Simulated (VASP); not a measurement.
Here is a VASP 6.6.1 calculation.

File INCAR:

```
SYSTEM = Al
ALGO = Fast
EDIFF = 1E-6
ENCUT = 520
GGA = CA
ISIF = 2
ISMEAR = 0
LASPH = .TRUE.
LCHARG = .FALSE.
LREAL = .FALSE.
LWAVE = .FALSE.
NBANDS = 8
NELM = 100
PREC = Accurate
SIGMA = 0.15
```

KPOINTS

```
k-points
0
G
  22 22 22
  0 0 0
```

POSCAR

```
Al
1.0
   -1.4685716335      1.4685716335      1.9802219906
    1.4685716335     -1.4685716335      1.9802219906
    1.4685716335      1.4685716335     -1.9802219906
Al
1
Direct
    0.0000000000      0.0000000000      0.0000000000
```

Potentials or basis: VASP PAW LDA potentials, release 64 (Al).

Run with:

```bash
$ cat potpaw_LDA.64/Al/POTCAR > POTCAR
$ mpirun -np 1 vasp_std > vasp.out
```

(1) Predict the pressure.

Answers

(1) -5.3 GPa.
